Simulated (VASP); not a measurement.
A run of VASP 6.6.1 is set up as follows.

Contents of INCAR:

```
SYSTEM = Pt
ALGO = Normal
EDIFF = 1E-6
ENCUT = 520
GGA = PS
ISIF = 2
ISMEAR = 0
LASPH = .TRUE.
LCHARG = .FALSE.
LREAL = .FALSE.
LWAVE = .FALSE.
NBANDS = 17
NELM = 100
PREC = Accurate
SIGMA = 0.1
```

KPOINTS

```
k-points
0
G
  6 6 6
  0 0 0
```

POSCAR

```
Pt
1.0
    1.8259741732      1.0542266804      2.9824314857
   -1.8259741732      1.0542266804      2.9824314857
    0.0000000000     -2.1084533608      2.9824314857
Pt
2
Direct
    0.2499947768      0.2499947768      0.2499947768
    0.7500052232      0.7500052232      0.7500052232
```

Potentials or basis: VASP PAW PBE potentials, release 64 (Pt).

Run with:

```console
$ cat potpaw_PBE.64/Pt/POTCAR > POTCAR
$ mpirun -np 1 vasp_std > vasp.out
```

Question: What does it give for the pressure?

Answer: -0.3 GPa.

Question: Estimate the band gap on the k mesh.

Answer: Zero (band 10 reaches 10.95 eV, above the bottom of band 11 at 7.82 eV).

Caveat: the PAW data sets were made with another functional, which shifts forces and pressure a little; spin-orbit coupling is left out, which moves the levels of the heavy elements.
